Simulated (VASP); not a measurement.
# TiW14 (a cell with a defect) in VASP: a series of runs, part 2 of 2

VASP 6.6.1.

### 4 Single point, PBE

Contents of INCAR:

```
ALGO = Normal
EDIFF = 1E-6
ENCUT = 520
GGA = PE
ISIF = 2
ISMEAR = 0
LASPH = True
LCHARG = False
LREAL = Auto
LWAVE = False
NBANDS = 117
NELM = 60
PREC = Accurate
SIGMA = 0.05
```

Contents of KPOINTS:

```
k-points
0
Gamma
  3 3 3
```

Contents of POSCAR:

```
TiW14
1.0
    6.3200000000      0.0000000000      0.0000000000
    0.0000000000      6.3200000000      0.0000000000
    0.0000000000      0.0000000000      6.3200000000
Ti W
1 14
Direct
    0.2426227848     -0.2426227848      0.2426227848
    0.5031018987      0.0017427215     -0.0017427215
   -0.0017427215      0.4968981013     -0.0017427215
   -0.0017427215      0.0017427215      0.5031018987
    0.2489305380      0.2479609177      0.2489305380
    0.4994155063      0.5005844937      0.0004552215
    0.4994155063     -0.0004552215      0.4994155063
    0.7546449367      0.2453550633      0.2459387658
    0.0004552215      0.5005844937      0.4994155063
    0.2459387658      0.2453550633      0.7546449367
    0.5020666139      0.4979333861      0.5020666139
    0.7520390823      0.7510694620      0.2489305380
    0.7512794304      0.2487205696      0.7512794304
    0.2489305380      0.7510694620      0.7520390823
    0.7546449367      0.7540612342      0.7546449367
```

Potentials or basis: VASP PAW PBE potentials, release 64 (Ti_sv, W_sv).

Run with:

```
$ cat potpaw_PBE.64/Ti_sv/POTCAR potpaw_PBE.64/W_sv/POTCAR > POTCAR
$ mpirun -np 1 vasp_std > vasp.out
```

OUTCAR:

```text
EDIFF = 1E-6
   ENCUT = 520
   GGA = PE
   ISIF = 2
   ISMEAR = 0
   LASPH = True
   LREAL = Auto
   NELM = 60
   PREC = Accurate

 ion  position               nearest neighbor table
   1  0.243  0.757  0.243-   4 2.74   3 2.74   2 2.74   7 2.76   9 2.76   6 2.76  11 2.84  14 3.10
                            12 3.10   5 3.10
   2  0.503  0.002  0.998-  13 2.71  15 2.71   8 2.71  10 2.72   1 2.74  12 2.74  14 2.74   5 2.74
                             6 3.15   7 3.15   7 3.17   6 3.17
   3  0.998  0.497  0.998-  13 2.71  10 2.71   8 2.71  15 2.72   1 2.74   5 2.74  14 2.74  12 2.74
                             9 3.15   6 3.15   6 3.17   9 3.17
   4  0.998  0.002  0.503-  13 2.71  10 2.71  15 2.71   8 2.72   1 2.74  14 2.74  12 2.74   5 2.74
                             9 3.15   7 3.15   7 3.17   9 3.17
   5  0.249  0.248  0.249-   7 2.73   3 2.74   4 2.74   2 2.74   6 2.74   9 2.74  11 2.76   1 3.10
                            10 3.12   8 3.12   8 3.20  10 3.20
   6  0.499  0.501  0.000-  14 2.73  12 2.74   5 2.74  13 2.75  10 2.75  15 2.75   1 2.76   8 2.76
                            11 3.15   2 3.15   3 3.15   2 3.17   3 3.17  11 3.17
   7  0.499  1.000  0.499-   5 2.73  12 2.74  14 2.74  13 2.75  10 2.75   8 2.75   1 2.76  15 2.76
                            11 3.15   2 3.15   4 3.15   2 3.17   4 3.17  11 3.17
   8  0.755  0.245  0.246-   2 2.71   3 2.71   4 2.72   7 2.75   9 2.75   6 2.76  11 2.78   5 3.12
                            12 3.12  13 3.13  13 3.19  12 3.20   5 3.20
   9  0.000  0.501  0.499-  12 2.73   5 2.74  14 2.74  13 2.75   8 2.75  15 2.75   1 2.76  10 2.76
                            11 3.15   3 3.15   4 3.15   4 3.17   3 3.17  11 3.17
  10  0.246  0.245  0.755-   3 2.71   4 2.71   2 2.72   6 2.75   7 2.75   9 2.76  11 2.78   5 3.12
                            14 3.12  13 3.13  13 3.19  14 3.20   5 3.20
  11  0.502  0.498  0.502-  13 2.73  12 2.76   5 2.76  14 2.76   8 2.78  10 2.78  15 2.78   1 2.84
                             6 3.15   9 3.15   7 3.15   7 3.17   6 3.17   9 3.17
  12  0.752  0.751  0.249-   9 2.73   2 2.74   4 2.74   3 2.74   7 2.74   6 2.74  11 2.76   1 3.10
                             8 3.12  15 3.12  15 3.20   8 3.20
  13  0.751  0.249  0.751-   2 2.71   3 2.71   4 2.71  11 2.73   7 2.75   9 2.75   6 2.75  10 3.13
                             8 3.13  15 3.13  15 3.19   8 3.19  10 3.19
  14  0.249  0.751  0.752-   6 2.73   4 2.74   2 2.74   3 2.74   7 2.74   9 2.74  11 2.76   1 3.10
                            10 3.12  15 3.12  15 3.20  10 3.20
  15  0.755  0.754  0.755-   2 2.71   4 2.71   3 2.72   6 2.75   9 2.75   7 2.76  11 2.78  12 3.12
                            14 3.12  13 3.13  13 3.19  12 3.20  14 3.20

  LATTYP: Found a simple cubic cell.
 ALAT       =     6.3200000000

  Lattice vectors:

 A1 = (   6.3200000000,   0.0000000000,   0.0000000000)
 A2 = (   0.0000000000,   6.3200000000,   0.0000000000)
 A3 = (   0.0000000000,   0.0000000000,   6.3200000000)

Analysis of symmetry for initial positions (statically):
=====================================================================
 Subroutine PRICEL returns:
 Original cell was already a primitive cell.

 Routine SETGRP: Setting up the symmetry group for a
 simple cubic supercell.

 Subroutine GETGRP returns: Found  6 space group operations
 (whereof  6 operations were pure point group operations)
 out of a pool of 48 trial point group operations.

The static configuration has the point symmetry C_3v.

Analysis of symmetry for dynamics (positions and initial velocities):
=====================================================================
 Subroutine PRICEL returns:
 Original cell was already a primitive cell.

 Routine SETGRP: Setting up the symmetry group for a
 simple cubic supercell.

 Subroutine GETGRP returns: Found  6 space group operations
[... 109 lines left out ...]
   NELM   =     60;   NELMIN=  2; NELMDL= -5     # of ELM steps
   EDIFF  = 0.1E-05   stopping-criterion for ELM
   LREAL  =      T    real-space projection
   EDIFFG = 0.1E-04   stopping-criterion for IOM
   NSW    =      0    number of steps for IOM
   IBRION =     -1    ionic relax: 0-MD 1-quasi-New 2-CG
   NFREE  =      0    steps in history (QN), initial steepest desc. (CG)
   ISIF   =      2    stress and relaxation
   ISYM   =      2    0-nonsym 1-usesym 2-fastsym
   POTIM  = 0.5000    time-step for ionic-motion
   TEBEG  =    0.0;   TEEND  =   0.0 temperature during run
   PSTRESS=    0.0 pullay stress
   NELECT =     208.0000    total number of electrons
   NUPDOWN=      -1.0000    fix difference up-down
   EMIN   =  10.00;   EMAX   =-10.00  energy-range for DOS
   EFERMI =   0.00;   METHOD = LEGACY
   ISMEAR =     0;   SIGMA  =   0.05  broadening in eV -4-tet -1-fermi 0-gaus
   EFERMI_NEDOS =   21; number of points for ismear=-14 and -15
   IALGO  =     38    algorithm
   IMIX   =      4    mixing-type and parameters
     AMIX     =   0.40;   BMIX     =  1.00
     AMIX_MAG =   1.60;   BMIX_MAG =  1.00
  volume/ion in A,a.u.               =      16.83       113.57
  Fermi-wavevector in a.u.,A,eV,Ry     =   1.534778  2.900310 32.049110  2.355543
  Thomas-Fermi vector in A             =   2.641658
   LORBIT       =      0    0 simple, 1 ext, 2 COOP (PROOUT), +10 PAW based schemes
   GGA     = PE    functional components
   LHFCALC =     F    Hartree Fock is set to
   AEXX    =    0.0000 exact exchange contribution
   IVDW    =     0    specifies the selected vdW correction
   LEPSILON=     F    determine dielectric tensor
   LRPA    =     F    only Hartree local field effects (RPA)
 non-spin polarized calculation
 Gauss-broadening in eV      SIGMA  =   0.05
  energy-cutoff  :      520.00
  volume of cell :      252.44
 maximum number of plane-waves:      6859
 NGX is ok and might be reduce to    48
   NGX = 23   NGY = 23   NGZ = 23

 number of electron     208.0000008 magnetization

 Free energy of the ion-electron system (eV)
  ---------------------------------------------------
  ext. energy  EPLUGINS =         0.00000000
  ---------------------------------------------------
  free energy    TOTEN  =      -186.31262273 eV

  energy without entropy =     -186.30192433  energy(sigma->0) =     -186.30727353

 E-fermi :  10.0888     XC(G=0): -13.1152

 val. band max:       10.0568691603   @ k =   0.0000   0.0000   0.0000
 cond. band min:      10.1266601429   @ k =   0.3333   0.3333   0.0000
 fundamental gap:      0.0697909827
 Fermi energy:        10.0888011594

 k-point     1 :       0.0000    0.0000    0.0000
  band No.  band energies     occupation
      1     -63.7796      2.00000
      2     -63.7340      2.00000
      3     -63.7147      2.00000
      4     -63.7147      2.00000
      5     -63.6880      2.00000
      6     -63.6831      2.00000
[... 703 lines left out ...]
    115      12.1559      0.00000
    116      12.5377      0.00000
 [bands above 116 left out]

------------------------ aborting loop because EDIFF is reached ----------------------------------------

  FORCE on cell =-STRESS in cart. coord.  units (eV):
  Direction    XX          YY          ZZ          XY          YZ          ZX
  --------------------------------------------------------------------------------------
  -------------------------------------------------------------------------------------
  Total       -0.2458738     -0.2458738     -0.2458738      0.5004919      0.5004919     -0.5004919
  in kB       -1.5605284     -1.5605284     -1.5605284      3.1765549      3.1765549     -3.1765549
  external PRESSURE =      -1.5605284 kB  Pullay stress =       0.0000000 kB

 VOLUME and BASIS-vectors are now :
 -----------------------------------------------------------------------------
  energy-cutoff  :      520.00
  volume of cell :      252.44
      direct lattice vectors                 reciprocal lattice vectors
     6.320000000  0.000000000  0.000000000     0.158227848  0.000000000  0.000000000
     0.000000000  6.320000000  0.000000000     0.000000000  0.158227848  0.000000000
     0.000000000  0.000000000  6.320000000     0.000000000  0.000000000  0.158227848

 POSITION                                       TOTAL-FORCE (eV/Angst)
 -----------------------------------------------------------------------------------
      1.53338      4.78662      1.53338        -0.001130      0.001130     -0.001130
      3.17960      0.01101      6.30899        -0.000705     -0.013393      0.013393
      6.30899      3.14040      6.30899         0.013393      0.000705      0.013393
      6.30899      0.01101      3.17960         0.013393     -0.013393     -0.000705
      1.57324      1.56711      1.57324        -0.007062      0.012469     -0.007062
      3.15631      3.16369      0.00288        -0.001135      0.001135      0.026401
      3.15631      6.31712      3.15631        -0.001135     -0.026401     -0.001135
      4.76936      1.55064      1.55433         0.004352     -0.004352     -0.015997
      0.00288      3.16369      3.15631         0.026401      0.001135     -0.001135
      1.55433      1.55064      4.76936        -0.015997     -0.004352      0.004352
      3.17306      3.14694      3.17306        -0.013363      0.013363     -0.013363
      4.75289      4.74676      1.57324        -0.012469      0.007062     -0.007062
      4.74809      1.57191      4.74809        -0.001833      0.001833     -0.001833
      1.57324      4.74676      4.75289        -0.007062      0.007062     -0.012469
      4.76936      4.76567      4.76936         0.004352      0.015997      0.004352
 -----------------------------------------------------------------------------------
    total drift:                                0.003350     -0.003350      0.003350

  FREE ENERGIE OF THE ION-ELECTRON SYSTEM (eV)
  ---------------------------------------------------
  free  energy   TOTEN  =      -186.3126227337 eV

  energy  without entropy=     -186.3019243281  energy(sigma->0) =     -186.30727353
```

It took 5.9 min on 1 thread of Intel Xeon Platinum 8259CL at 2.50GHz (Skylake/Cascade Lake), shared host; peak memory 0.38 GiB.

Results:

| Quantity | Value |
| --- | --- |
| Free energy | -186.3126 eV |
| Pressure | -0.2 GPa |
| Largest force | 0.026 eV/Å |
| Band gap on the k mesh | zero (bands 104 and 105 overlap by 0.90 eV) |

Forces on the atoms (eV/Å):
```
Ti  -0.001  0.001 -0.001
W   -0.001 -0.013  0.013
W    0.013  0.001  0.013
W    0.013 -0.013 -0.001
W   -0.007  0.012 -0.007
W   -0.001  0.001  0.026
W   -0.001 -0.026 -0.001
W    0.004 -0.004 -0.016
W    0.026  0.001 -0.001
W   -0.016 -0.004  0.004
W   -0.013  0.013 -0.013
W   -0.012  0.007 -0.007
W   -0.002  0.002 -0.002
W   -0.007  0.007 -0.012
W    0.004  0.016  0.004
```

Caveat: spin-orbit coupling is left out, which moves the levels of the heavy elements.
